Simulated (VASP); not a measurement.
Crystal: InB4Pt.

```
CELL_PARAMETERS angstrom
3.90369 0.00000 0.00000
0.00000 3.90369 0.00000
0.00000 0.00000 4.40291
ATOMIC_POSITIONS crystal
In 0.00000 0.00000 0.00000
B 0.00000 0.50000 0.82024
B 0.50000 0.00000 0.82024
B 0.00000 0.50000 0.17976
B 0.50000 0.00000 0.17976
Pt 0.00000 0.00000 0.50000
```

| Property | Result |
| --- | --- |
| Program | VASP 6.6.1 |
| Task | relaxation of cell and atoms |
| Functional | PBE |
| Potentials or basis | VASP PAW PBE potentials, release 64 (In_d, B, Pt) |
| Cutoff | 600 eV |
| k mesh | 4 × 4 × 4 |
| Occupations | gaussian, width 0.1 eV |
| Spin | no spin polarisation |

At the start: pressure 67.0 GPa; volume 11.18 Å³/atom.

Problem. Where does the relaxation end?

Solution. Over 25 steps the energy falls by 656.7 meV/atom and the volume is 15.39 Å³/atom (+37.6 %); space group P4/mmm (No. 123, to 0.05 Å).

Step by step:
| step | energy change (eV) | largest force (eV/Å) | pressure (GPa) | volume (Å³) |
| --- | --- | --- | --- | --- |
| 1 | 0.0000 | 2.9190 | 66.97 | 67.10 |
| 2 | -0.8129 | 0.0239 | -16.60 | 122.51 |
| 3 | -3.7649 | 0.0121 | -2.92 | 88.63 |
| 4 | -3.7914 | 0.0122 | -1.13 | 87.21 |
| 5 | -3.7992 | 0.0469 | 0.81 | 85.85 |
| 6 | -3.7989 | 0.0354 | 0.21 | 86.25 |
| 7 | -3.8167 | 0.1019 | -0.13 | 86.96 |
| 8 | -3.8222 | 0.2394 | -0.34 | 87.61 |
| 9 | -3.8353 | 0.2832 | 0.69 | 87.47 |
| 10 | -3.8301 | 0.2253 | 4.58 | 87.02 |
| 11 | -3.8436 | 0.2821 | 2.07 | 87.30 |
| 12 | -3.8478 | 0.2861 | 2.16 | 87.42 |
| 13 | -3.8608 | 0.3028 | 2.52 | 87.79 |
| 14 | -3.8815 | 0.1633 | 3.12 | 88.52 |
| 15 | -3.8473 | 0.4229 | 4.79 | 89.99 |
| 16 | -3.8832 | 0.0824 | 3.32 | 88.77 |
| 17 | -3.8985 | 0.0471 | 2.81 | 89.49 |
| 18 | -3.9269 | 0.0899 | 1.49 | 91.68 |
| 19 | -3.9280 | 0.1938 | 1.01 | 92.53 |
| 20 | -3.9283 | 0.1614 | 1.15 | 92.27 |
| 21 | -3.9354 | 0.0567 | 0.61 | 92.36 |
| 22 | -3.9389 | 0.0831 | -0.16 | 92.48 |
| 23 | -3.9389 | 0.0757 | -0.11 | 92.47 |
| 24 | -3.9395 | 0.0618 | -0.08 | 92.43 |
| 25 | -3.9405 | 0.0198 | 0.03 | 92.32 |

Final structure:
```xyz
6
Lattice="4.3247 0.0000 0.0000 0.0000 4.3247 0.0000 0.0000 0.0000 4.9358" Properties=species:S:1:pos:R:3 pbc="T T T"
In    0.0000    0.0000    0.0000
B     0.0000    2.1624    4.0578
B     2.1624    0.0000    4.0578
B     0.0000    2.1624    0.8780
B     2.1624    0.0000    0.8780
Pt    0.0000    0.0000    2.4679
```

Caveat: the k points lie up to 0.36 Å⁻¹ apart in the final cell; the volume moved by over 15 % at a fixed basis, so the end points are rough.
